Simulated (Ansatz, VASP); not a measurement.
**Ti in VASP and in Ansatz**

Contents of POSCAR:

```
Ti
1.0
    2.6717143674      0.0000000000      0.0000000000
    0.0000000000      2.6717143674      0.0000000000
    0.0000000000      0.0000000000      2.6717143674
Ti
1
Direct
    0.0000000000      0.0000000000      0.0000000000
```

The input INCAR.step1:

```
SYSTEM = Ti
PREC = Accurate
ENCUT = 600
ISMEAR = -1
SIGMA = 0.1
LREAL = .False.
LASPH = .True.
NELM = 100
GGA = PE
ALGO = Normal
EDIFF = 1E-4
LWAVE = .True.
LCHARG = .False.
```

File INCAR.step2:

```
SYSTEM = Ti
PREC = Accurate
ENCUT = 600
EDIFF = 1E-6
ISMEAR = -1
SIGMA = 0.1
LREAL = .False.
LASPH = .True.
NELM = 100
ALGO = Normal
ISIF = 3
LWAVE = .False.
LCHARG = .False.
METAGGA = R2SCAN
LMIXTAU = .True.
IBRION = 2
NSW = 80
EDIFFG = -0.01
ISTART = 1
```

File KPOINTS:

```
Automatic mesh
0
Gamma
  12 12 12
  0 0 0
```

Input for Ansatz:

```yaml
crystal:
  lattice:
    - [2.6717143674, 0.0, 0.0]
    - [0.0, 2.6717143674, 0.0]
    - [0.0, 0.0, 2.6717143674]
  atoms:
    - { symbol: Ti, position: [0.0, 0.0, 0.0] }
hamiltonian:
  xc: r2scan
  pseudopotentials:
    kind: paw
    azcp:
      Ti: "pseudopotentials/Ti.paw.azcp"
basis:
  ecutwfc: 500
  fft_grid_basis: typed
kpoints:
  mp_grid: { grid: [12, 12, 12], shift: [0, 0, 0] }
magnetization:
  spin_polarized: false
scf:
  occupations: { method: fermi_dirac, width: 0.1 }
relax:
  max_steps: 60
  f_tol: 0.01
  cell: {}
output:
  write_density: true
  write_potential: true
  elf: true
  volumetric_format: npy
```

Alike in both runs: task relaxation of cell and atoms; functional r2SCAN; k mesh 12 × 12 × 12; occupations fermi-dirac, width 0.1 eV; no spin polarisation.

|  | VASP | Ansatz |
| --- | --- | --- |
| version | VASP 6.6.1 | Ansatz 0.2.0 |
| potentials or method | VASP PAW PBE potentials, release 64 (Ti_sv), cutoff 600 eV | plane waves (500 eV) with PAW, scalar-relativistic |
| valence electrons in the cell | 12 | 12 |

|  | VASP | Ansatz | Ansatz less VASP |
| --- | --- | --- | --- |
| relaxed volume (Å³/atom) | 18.31 | 18.22 | -0.088 |
| relaxed cell length with the largest relative difference (Å) | 2.636 | 2.631 | -0.0042 |

VASP's potentials were made for PBE, not for r2SCAN.
